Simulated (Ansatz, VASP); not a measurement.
# Ge2Sb2Se: VASP beside Ansatz

```
Ge Sb Se
1.0
    11.48304    0.00000    0.00000
     0.00000    2.09641    3.58238
     0.00000   -2.09641    3.58238
Ge Sb Se
2 2 1
Direct
  0.81226 0.99703 0.99703
  0.18774 0.99703 0.99703
  0.29498 0.66061 0.66061
  0.70502 0.66061 0.66061
  0.00000 0.84812 0.84812
```

Alike in both runs: functional PBE; k mesh 4 × 10 × 10; occupations gaussian, width 0.01 eV; no spin polarisation.

Ansatz relaxed the structure, and its values are those at the end. VASP's run is a single point on that final structure, the one shown.

|  | VASP | Ansatz |
| --- | --- | --- |
| version | VASP 6.6.1 | Ansatz 0.2.0 |
| potentials or method | VASP PAW PBE potentials, release 64 (Ge_d, Sb, Se), cutoff 520 eV | scalar-relativistic, plane waves, PAW |
| valence electrons in the cell | 44 | 74 |

VASP gave:

* gap on the k mesh at the Fermi level (eV): 0.17
* least direct gap on the mesh (eV): 0.62
* pressure (GPa): 0.1
* rms of the force components (eV/Å): 0.014

Q: What did Ansatz give for the same quantities?

A: gap on the k mesh at the Fermi level (eV): 0.17; least direct gap on the mesh (eV): 0.64; pressure (GPa): 0.0; rms of the force components (eV/Å): 0.001.

VASP's potentials hold 44 valence electrons a cell and Ansatz's 74, so a difference there can come from the potentials and not from the codes.

Neither program's run includes spin-orbit coupling.
